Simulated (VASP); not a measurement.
Write the native input for VASP 6.6.1 that does the following.

| Item | Value |
| --- | --- |
| Task | single point |
| Functional | PBEsol |
| Potentials or basis | VASP PAW PBE potentials, release 64 (Al, H) |
| Cutoff | 520 eV |
| k mesh | 12 × 12 × 1 |
| Occupations | gaussian, width 0.1 eV |
| Spin | no spin polarisation |
| Dipole correction | yes |
| Further INCAR settings | ALGO = Normal; EDIFF = 1e-07; NBANDS = 22 |

The structure of Al8H lies in POSCAR:

```
Al8H
1.0
    2.8362844922      0.0000000000      0.0000000000
   -1.4181422461      2.4562944226      0.0000000000
    0.0000000000      0.0000000000     35.3137615421
Al H
8 1
Direct
    0.3333333334      0.6666666667      0.2406993656
    0.0000000000      0.0000000000      0.3066945262
    0.6666666666      0.3333333333      0.3726896867
    0.0000000000      0.0000000000      0.4386848473
    0.3396430808      0.6792861616      0.5038427386
    0.0120337075      0.0240674150      0.5699792633
    0.6834263300      0.3668526601      0.6367488460
    0.0189664749      0.0379329499      0.7000804829
    0.3515728135      0.7031456270      0.7284684938
```

The input as run:

INCAR

```
  ALGO = Normal
  DIPOL = 0.5 0.5 0.500
  EDIFF = 1E-7
  ENCUT = 520
  GGA = PS
  IDIPOL = 3
  ISIF = 2
  ISMEAR = 0
  LASPH = T
  LCHARG = T
  LDIPOL = T
  LELF = T
  LREAL = F
  LVACPOTAV = T
  LVHAR = T
  LWAVE = F
  NBANDS = 22
  NELM = 60
  PREC = Accurate
  SIGMA = 0.1
```

KPOINTS

```
k-points
0
Gamma
  12 12 1
```

Potentials or basis: VASP PAW PBE potentials, release 64 (Al, H).

Run with:

```sh
$ cat potpaw_PBE.64/Al/POTCAR potpaw_PBE.64/H/POTCAR > POTCAR
$ mpirun -np 1 vasp_std > vasp.out
```

It gave:

* Largest force: 0.064 eV/Å

Caveat: the PAW data sets were made with another functional, which shifts forces and pressure a little.

Wall time 4 min on 1 thread of Intel(R) Xeon(R) 6975P-C (Granite Rapids) (shared host), peak memory 0.47 GiB.
